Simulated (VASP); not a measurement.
Here is a VASP 6.6.1 calculation.

INCAR

```
PREC = Accurate
ENCUT = 520
EDIFF = 1E-6
ISMEAR = 0
SIGMA = 0.1
LREAL = False
LASPH = True
NELM = 60
ALGO = Normal
ISIF = 2
LWAVE = False
LCHARG = True
GGA = PE
LELF = True
LVHAR = True
NBANDS = 38
```

Contents of KPOINTS:

```
Automatic mesh
0
Gamma
  6 6 2
```

File POSCAR:

```
Y3AlN4
1.0
    3.4076611152      0.0000000000      0.0000000000
    0.0000000000      3.4076611152      0.0000000000
    0.0000000000      0.0000000000      9.3643019022
Y Al N
3 1 4
Direct
    0.5000000000      0.5000000000      0.2335271075
    0.0000000000      0.0000000000      0.5000000000
    0.5000000000      0.5000000000      0.7664728925
    0.0000000000      0.0000000000      0.0000000000
    0.0000000000      0.0000000000      0.2255993938
    0.5000000000      0.5000000000      0.5000000000
    0.0000000000      0.0000000000      0.7744006062
    0.5000000000      0.5000000000      0.0000000000
```

Potentials or basis: VASP PAW PBE potentials, release 64 (Y_sv, Al, N).

The run is started by

```sh
$ cat potpaw_PBE.64/Y_sv/POTCAR potpaw_PBE.64/Al/POTCAR potpaw_PBE.64/N/POTCAR > POTCAR
$ mpirun -np 1 vasp_std > vasp.out
```

(1) What does it give for the pressure?

(2) Estimate the band gap on the k mesh.

Results:

(1) -0.2 GPa.

(2) 0.27 eV.

Caveat: semilocal functionals underestimate gaps, and a narrow one can read as zero.
